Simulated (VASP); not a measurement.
Write the native input for VASP 6.6.1 that does the following.

| Quantity | Value |
| --- | --- |
| Task | single point |
| Functional | LDA |
| Potentials or basis | VASP PAW LDA potentials, release 64 (W_sv, S) |
| Cutoff | 520 eV |
| k mesh | 10 × 10 × 10 |
| Occupations | fermi-dirac, width 0.05 eV |
| Spin | no spin polarisation |
| Dipole correction | no |
| Further INCAR settings | ALGO = Normal; EDIFF = 1e-06; NBANDS = 20 |

The structure of WS2 (Tungstenite) lies in POSCAR:

```
WS2
1.0
    1.5790000000      0.9116360751      6.1633333333
   -1.5790000000      0.9116360751      6.1633333333
    0.0000000000     -1.8232721501      6.1633333333
W S
1 2
Direct
    0.0000000000      0.0000000000      0.0000000000
    0.5810000000      0.5810000000      0.5810000000
    0.7503000000      0.7503000000      0.7503000000
```

The input as run:

INCAR

```
SYSTEM = WS2
PREC = Accurate
ENCUT = 520
EDIFF = 1E-6
ISMEAR = -1
SIGMA = 0.05
LREAL = .FALSE.
LASPH = .TRUE.
NELM = 80
ALGO = Normal
ISIF = 2
LWAVE = .FALSE.
LCHARG = .TRUE.
GGA = CA
LELF = .TRUE.
LVHAR = .TRUE.
NBANDS = 20
```

KPOINTS

```
regular mesh
0
G
  10 10 10
  0 0 0
```

Potentials or basis: VASP PAW LDA potentials, release 64 (W_sv, S).

Run with:

```sh
$ cat potpaw_LDA.64/W_sv/POTCAR potpaw_LDA.64/S/POTCAR > POTCAR
$ mpirun -np 1 vasp_std > vasp.out
```

It gave:

The pressure is -3.3 GPa and the largest force is 0.587 eV/Å. The band gap on the k mesh is 0.99 eV, indirect (least direct gap 2.23 eV).

Caveat: spin-orbit coupling is left out, which moves the levels of the heavy elements.

It took 8.3 min on 1 thread of Intel(R) Xeon(R) Platinum 8259CL CPU @ 2.50GHz (Skylake/Cascade Lake), with other jobs on the host, peak memory 0.32 GiB.
